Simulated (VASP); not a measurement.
The system is MoSe3.

```
CELL_PARAMETERS angstrom
6.97437 0.00000 0.00000
-3.48718 6.03998 0.00000
0.00000 0.00000 3.04257
ATOMIC_POSITIONS crystal
Mo 0.00000 0.00000 0.00000
Se 0.29074 0.00000 0.50000
Se 0.00000 0.29074 0.50000
Se 0.70926 0.70926 0.50000
```

* Program: VASP 6.6.1
* Task: relaxation of shape and atoms at fixed volume
* Functional: PBE
* Potentials or basis: VASP PAW PBE potentials, release 64 (Mo_sv, Se)
* Cutoff: 600 eV
* k mesh: 6 × 6 × 12
* Occupations: gaussian, width 0.1 eV
* Spin: no spin polarisation

At the start: pressure -2.3 GPa; volume 32.04 Å³/atom.

Question: Where does the relaxation end?

Answer: Over 5 steps the energy falls by 7.4 meV/atom; space group P-62m (No. 189, to 0.1 Å) before and after.

Step by step:
```
step  energy change (eV)  largest force (eV/Å)  pressure (GPa)  volume (Å³)
   1              0.0000                0.4628           -2.29       128.17
   2             -0.0252                0.1686           -1.00       128.17
   3             -0.0294                0.0133           -0.23       128.17
   4             -0.0294                0.0235           -0.18       128.17
   5             -0.0296                0.0018           -0.17       128.17
```

Final structure:
```
Mo Se
1.0
     7.01647    0.00000    0.00000
    -3.50823    6.07644    0.00000
     0.00000    0.00000    3.00617
Mo Se
1 3
Direct
  0.00000 0.00000 0.00000
  0.28568 0.00000 0.50000
  0.00000 0.28568 0.50000
  0.71432 0.71432 0.50000
```

Where two steps share one volume, the run began anew on that cell with a basis built for it.
